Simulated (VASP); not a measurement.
# CdSe (F-43m) in VASP: notebook

CdSe is run at these levels: LDA; tasks: single point, relaxation of the atoms.

Everything below comes from runs of VASP 6.6.1. Logs are shortened: lines on timing, memory, paths and dates and some standing lists are left out, and cuts for length are marked.

## Step 1: The cell of the first run

It takes space group F-43m (No. 216, cubic). Conventional cell: a = 5.948 Å, b = 5.948 Å, c = 5.948 Å, α = 90.00°, β = 90.00°, γ = 90.00°. Cd (site symmetry -43m) has 4 Se at 2.58 Å within 3.4 Å. Se (site symmetry -43m) has 4 Cd at 2.58 Å within 3.4 Å.

## Step 2: Single point, LDA (strained cell)

INCAR reads:

```
PREC = Accurate
ENCUT = 500
EDIFF = 1E-6
ISMEAR = 0
SIGMA = 0.02
LREAL = False
LASPH = True
NELM = 120
ALGO = Normal
ISIF = 2
LWAVE = False
LCHARG = False
NBANDS = 16
GGA_COMPAT = False
```

KPOINTS reads:

```
regular mesh
0
Gamma
  10 10 10
```

POSCAR reads:

```
CdSe
1.0
    0.0000000000      2.9740320361      2.9740320361
    2.9740320361      0.0000000000      2.9740320361
    2.9740320361      2.9740320361      0.0000000000
Cd Se
1 1
Direct
    0.0000000000      0.0000000000      0.0000000000
    0.2500000000      0.2500000000      0.2500000000
```

Potentials or basis: VASP PAW LDA potentials, release 64 (Cd, Se).

Launch:

```sh
> cat potpaw_LDA.64/Cd/POTCAR potpaw_LDA.64/Se/POTCAR > POTCAR
> mpirun -np 1 vasp_std > vasp.out
```

OUTCAR:

```text
PREC = Accurate
   ENCUT = 500
   EDIFF = 1E-6
   ISMEAR = 0
   LREAL = False
   LASPH = True
   NELM = 120
   ISIF = 2

 ion  position               nearest neighbor table
   1  0.000  0.000  0.000-   2 2.58   2 2.58   2 2.58   2 2.58
   2  0.250  0.250  0.250-   1 2.58   1 2.58   1 2.58   1 2.58

  LATTYP: Found a face centered cubic cell.
 ALAT       =     5.9480640722

  Lattice vectors:

 A1 = (   0.0000000000,   2.9740320361,   2.9740320361)
 A2 = (   2.9740320361,   0.0000000000,   2.9740320361)
 A3 = (   2.9740320361,   2.9740320361,   0.0000000000)

Analysis of symmetry for initial positions (statically):
=====================================================================
 Subroutine PRICEL returns:
 Original cell was already a primitive cell.

 Routine SETGRP: Setting up the symmetry group for a
 face centered cubic supercell.

 Subroutine GETGRP returns: Found 24 space group operations
 (whereof 24 operations were pure point group operations)
 out of a pool of 48 trial point group operations.

The static configuration has the point symmetry T_d .

Analysis of symmetry for dynamics (positions and initial velocities):
=====================================================================
 Subroutine PRICEL returns:
 Original cell was already a primitive cell.

 Routine SETGRP: Setting up the symmetry group for a
 face centered cubic supercell.

 Subroutine GETGRP returns: Found 24 space group operations
 (whereof 24 operations were pure point group operations)
 out of a pool of 48 trial point group operations.

The dynamic configuration has the point symmetry T_d .

 Subroutine INISYM returns: Found 24 space group operations
 (whereof 24 operations are pure point group operations),
 and found     1 'primitive' translations

----------------------------------------------------------------------------------------

                                     Primitive cell

  volume of cell :      52.6098

  direct lattice vectors                    reciprocal lattice vectors
     0.000000000  2.974032036  2.974032036    -0.168121928  0.168121928  0.168121928
     2.974032036  0.000000000  2.974032036     0.168121928 -0.168121928  0.168121928
     2.974032036  2.974032036  0.000000000     0.168121928  0.168121928 -0.168121928

  length of vectors
     4.205916440  4.205916440  4.205916440     0.291195721  0.291195721  0.291195721

  position of ions in fractional coordinates (direct lattice)
     0.000000000  0.000000000  0.000000000
     0.250000000  0.250000000  0.250000000

  ion indices of the primitive-cell ions
   primitive index   ion index
                 1           1
                 2           2

----------------------------------------------------------------------------------------

 KPOINTS: regular mesh

Automatic generation of k-mesh.
 Grid dimensions read from file:
 generate k-points for:   10   10   10

 Generating k-lattice:

  Cartesian coordinates                     Fractional coordinates (reciprocal lattice)
    -0.016812193  0.016812193  0.016812193     0.100000000  0.000000000  0.000000000
     0.016812193 -0.016812193  0.016812193     0.000000000  0.100000000  0.000000000
     0.016812193  0.016812193 -0.016812193     0.000000000  0.000000000  0.100000000

  Length of vectors
     0.029119572  0.029119572  0.029119572

  Shift w.r.t. Gamma in fractional coordinates (k-lattice)
     0.000000000  0.000000000  0.000000000

 Subroutine IBZKPT returns following result:
 ===========================================

 Found     47 irreducible k-points:

 Following reciprocal coordinates:
            Coordinates               Weight
  0.000000  0.000000  0.000000      1.000000
  0.100000  0.000000  0.000000      8.000000
  0.200000  0.000000  0.000000      8.000000
  0.300000  0.000000  0.000000      8.000000
  0.400000  0.000000  0.000000      8.000000
  0.500000  0.000000  0.000000      4.000000
[... 16 lines left out ...]
  0.300000  0.300000  0.000000      6.000000
  0.400000  0.300000  0.000000     24.000000
 [... further k-points ...]
   k-points           NKPTS =     47   k-points in BZ     NKDIM =     47   number of bands    NBANDS=     16
   number of dos      NEDOS =    301   number of ions     NIONS =      2
   total plane-waves  NPLWV =  32768
   dimension x,y,z NGX =    32 NGY =   32 NGZ =   32
   dimension x,y,z NGXF=    64 NGYF=   64 NGZF=   64
   ions per type =               1   1
   NGX,Y,Z   is equivalent  to a cutoff of  12.65, 12.65, 12.65 a.u.
   NGXF,Y,Z  is equivalent  to a cutoff of  25.30, 25.30, 25.30 a.u.
 SYSTEM =  unknown system
   PREC   = accura    normal or accurate (medium, high low for compatibility)
   ISTART =      0    job   : 0-new  1-cont  2-samecut
   ICHARG =      2    charge: 1-file 2-atom 10-const
   ISPIN  =      1    spin polarized calculation?
   LNONCOLLINEAR =      F non collinear calculations
   LSORBIT =      F    spin-orbit coupling
   LASPH  =      T    aspherical Exc in radial PAW
   ENCUT  =  500.0 eV  36.75 Ry    6.06 a.u.   7.67  7.67  7.67*2*pi/ulx,y,z
   NELM   =    120;   NELMIN=  2; NELMDL= -5     # of ELM steps
   EDIFF  = 0.1E-05   stopping-criterion for ELM
   LREAL  =      F    real-space projection
   EDIFFG = 0.1E-04   stopping-criterion for IOM
   NSW    =      0    number of steps for IOM
   IBRION =     -1    ionic relax: 0-MD 1-quasi-New 2-CG
   NFREE  =      0    steps in history (QN), initial steepest desc. (CG)
   ISIF   =      2    stress and relaxation
   ISYM   =      2    0-nonsym 1-usesym 2-fastsym
   POTIM  = 0.5000    time-step for ionic-motion
   TEBEG  =    0.0;   TEEND  =   0.0 temperature during run
   PSTRESS=    0.0 pullay stress
   NELECT =      18.0000    total number of electrons
   NUPDOWN=      -1.0000    fix difference up-down
   EMIN   =  10.00;   EMAX   =-10.00  energy-range for DOS
   EFERMI =   0.00;   METHOD = LEGACY
   ISMEAR =     0;   SIGMA  =   0.02  broadening in eV -4-tet -1-fermi 0-gaus
   EFERMI_NEDOS =   21; number of points for ismear=-14 and -15
   IALGO  =     38    algorithm
   IMIX   =      4    mixing-type and parameters
     AMIX     =   0.40;   BMIX     =  1.00
     AMIX_MAG =   1.60;   BMIX_MAG =  1.00
  volume/ion in A,a.u.               =      26.30       177.51
  Fermi-wavevector in a.u.,A,eV,Ry     =   1.145012  2.163759 17.837951  1.311052
  Thomas-Fermi vector in A             =   2.281702
   LORBIT       =      0    0 simple, 1 ext, 2 COOP (PROOUT), +10 PAW based schemes
   GGA     = CA    functional components
   LHFCALC =     F    Hartree Fock is set to
   AEXX    =    0.0000 exact exchange contribution
   IVDW    =     0    specifies the selected vdW correction
   LEPSILON=     F    determine dielectric tensor
   LRPA    =     F    only Hartree local field effects (RPA)
 non-spin polarized calculation
 Gauss-broadening in eV      SIGMA  =   0.02
  energy-cutoff  :      500.00
  volume of cell :       52.61
 maximum number of plane-waves:      1363
   NGX = 15   NGY = 15   NGZ = 15

 number of electron      18.0000000 magnetization

 Free energy of the ion-electron system (eV)
  ---------------------------------------------------
  ext. energy  EPLUGINS =         0.00000000
  ---------------------------------------------------
  free energy    TOTEN  =        -6.74796768 eV

  energy without entropy =       -6.74796768  energy(sigma->0) =       -6.74796768

 E-fermi :   1.4660     XC(G=0):  -9.5897

 val. band max:        1.3853420277   @ k =   0.0000   0.0000   0.0000
 cond. band min:       1.8849617067   @ k =   0.0000   0.0000   0.0000
 fundamental gap:      0.4996196790
 Fermi energy:         1.4660342635

 k-point     1 :       0.0000    0.0000    0.0000
  band No.  band energies     occupation
      1     -11.6645      2.00000
      2      -6.8268      2.00000
      3      -6.8268      2.00000
      4      -6.8268      2.00000
      5      -6.3698      2.00000
      6      -6.3698      2.00000
[... 8 lines left out ...]
     15      12.6324      0.00000
     16      12.6324      0.00000

 k-point     2 :       0.1000    0.0000    0.0000
  band No.  band energies     occupation
      1     -11.6231      2.00000
      2      -6.8131      2.00000
      3      -6.8131      2.00000
      4      -6.7959      2.00000
      5      -6.3709      2.00000
      6      -6.3709      2.00000
[... 8 lines left out ...]
     15      11.9052      0.00000
     16      11.9052      0.00000

 k-point     3 :       0.2000    0.0000    0.0000
  band No.  band energies     occupation
      1     -11.5135      2.00000
      2      -6.7795      2.00000
      3      -6.7795      2.00000
      4      -6.6892      2.00000
      5      -6.3707      2.00000
      6      -6.3707      2.00000
[... 8 lines left out ...]
     15      11.4299      0.00000
     16      11.6373      0.00000

 k-point     4 :       0.3000    0.0000    0.0000
  band No.  band energies     occupation
      1     -11.3762      2.00000
      2      -6.7436      2.00000
      3      -6.7436      2.00000
      4      -6.4807      2.00000
      5      -6.3628      2.00000
      6      -6.3628      2.00000
[... 8 lines left out ...]
     15      11.7191      0.00000
     16      11.7191      0.00000

 k-point     5 :       0.4000    0.0000    0.0000
  band No.  band energies     occupation
      1     -11.2640      2.00000
      2      -6.7208      2.00000
      3      -6.7208      2.00000
      4      -6.3486      2.00000
      5      -6.3486      2.00000
      6      -6.1930      2.00000
[... 8 lines left out ...]
     15      12.7164      0.00000
     16      12.7164      0.00000

 k-point     6 :       0.5000    0.0000    0.0000
  band No.  band energies     occupation
      1     -11.2210      2.00000
      2      -6.7137      2.00000
      3      -6.7137      2.00000
      4      -6.3411      2.00000
      5      -6.3411      2.00000
      6      -6.0237      2.00000
[... 8 lines left out ...]
     15      13.6764      0.00000
     16      13.6764      0.00000
[... 267 lines left out ...]
 k-point    21 :      -0.3000    0.2000    0.0000
  band No.  band energies     occupation
      1     -11.2251      2.00000
      2      -6.6881      2.00000
      3      -6.6786      2.00000
      4      -6.3900      2.00000
      5      -6.3788      2.00000
      6      -6.1378      2.00000
[... 8 lines left out ...]
     15      12.6764      0.00000
     16      13.9723      0.00000

 k-point    22 :      -0.2000    0.2000    0.0000
  band No.  band energies     occupation
      1     -11.3300      2.00000
      2      -6.7218      2.00000
      3      -6.7076      2.00000
      4      -6.4760      2.00000
      5      -6.3896      2.00000
      6      -6.3058      2.00000
[... 8 lines left out ...]
     15      12.7615      0.00000
     16      13.9008      0.00000

 k-point    23 :       0.3000    0.3000    0.0000
  band No.  band energies     occupation
      1     -11.2829      2.00000
      2      -6.6297      2.00000
      3      -6.6297      2.00000
      4      -6.6246      2.00000
      5      -6.3349      2.00000
      6      -6.3225      2.00000
[... 8 lines left out ...]
     15      13.3307      0.00000
     16      15.5117      0.00000

 k-point    24 :       0.4000    0.3000    0.0000
  band No.  band energies     occupation
      1     -11.1957      2.00000
      2      -6.6352      2.00000
      3      -6.5895      2.00000
      4      -6.5472      2.00000
      5      -6.3151      2.00000
      6      -6.1968      2.00000
[... 8 lines left out ...]
     15      13.7503      0.00000
     16      15.3348      0.00000

 [... further k-points ...]
[... 5 lines left out ...]
  --------------------------------------------------------------------------------------
  -------------------------------------------------------------------------------------
  Total        0.7930926      0.7930926      0.7930926      0.0000000      0.0000000      0.0000000
  in kB       24.1528054     24.1528054     24.1528054      0.0000000      0.0000000      0.0000000
  external PRESSURE =      24.1528054 kB  Pullay stress =       0.0000000 kB

 VOLUME and BASIS-vectors are now :
 -----------------------------------------------------------------------------
  energy-cutoff  :      500.00
  volume of cell :       52.61
      direct lattice vectors                 reciprocal lattice vectors
     0.000000000  2.974032036  2.974032036    -0.168121928  0.168121928  0.168121928
     2.974032036  0.000000000  2.974032036     0.168121928 -0.168121928  0.168121928
     2.974032036  2.974032036  0.000000000     0.168121928  0.168121928 -0.168121928

 POSITION                                       TOTAL-FORCE (eV/Angst)
 -----------------------------------------------------------------------------------
      0.00000      0.00000      0.00000        -0.000000     -0.000000      0.000000
      1.48702      1.48702      1.48702         0.000000      0.000000     -0.000000
 -----------------------------------------------------------------------------------
    total drift:                               -0.000000     -0.000000      0.000000

  FREE ENERGIE OF THE ION-ELECTRON SYSTEM (eV)
  ---------------------------------------------------
  free  energy   TOTEN  =        -6.7479676750 eV

  energy  without entropy=       -6.7479676750  energy(sigma->0) =       -6.74796768
```

Run time: 48 s. Hardware: 1 thread of Intel Xeon 8259CL, shared host; peak memory 0.15 GiB.

Results:

```
Free energy            : -6.7480 eV
Pressure               : 2.4 GPa
Band gap on the k mesh : 0.50 eV
```

Caveat: the cell differs from its parent crystal (strained cell); semilocal functionals underestimate gaps, and a narrow one can read as zero.

## Step 3: Single point, LDA

INCAR reads:

```
PREC = Accurate
ENCUT = 500
EDIFF = 1E-6
ISMEAR = 0
SIGMA = 0.01
LREAL = F
LASPH = T
NELM = 120
ALGO = Normal
ISIF = 2
LWAVE = F
LCHARG = T
LELF = T
LVHAR = T
NBANDS = 16
GGA_COMPAT = F
```

KPOINTS reads:

```
Automatic mesh
0
Gamma
  10 10 10
```

POSCAR is that of step 2.

Potentials or basis: VASP PAW LDA potentials, release 64 (Cd, Se).

Launch:

```sh
> cat potpaw_LDA.64/Cd/POTCAR potpaw_LDA.64/Se/POTCAR > POTCAR
> mpirun -np 1 vasp_std > vasp.out
```

Run time: 59 s. Hardware: 1 thread of Intel Xeon 8259CL, shared host; peak memory 0.14 GiB.

The run converged. Its results:

```yaml
Free_energy: -6.7480 eV
Pressure: 2.4 GPa
Band_gap_on_the_k_mesh: 0.50 eV
```

Levels at points of the mesh, in eV from the valence-band top:
```
           k point  band 7  band 8  band 9  band 10  band 11  band 12
(0.00, 0.00, 0.00)    0.00    0.00    0.00     0.50     5.79     5.79
(0.50, 0.00, 0.00)   -4.89   -0.87   -0.87     2.27     6.33     6.33
(0.50, 0.50, 0.00)   -4.48   -2.13   -2.13     2.81     3.66     9.22
```

Caveat: semilocal functionals underestimate gaps, and a narrow one can read as zero.

(Part 1 of 3 ends here.)
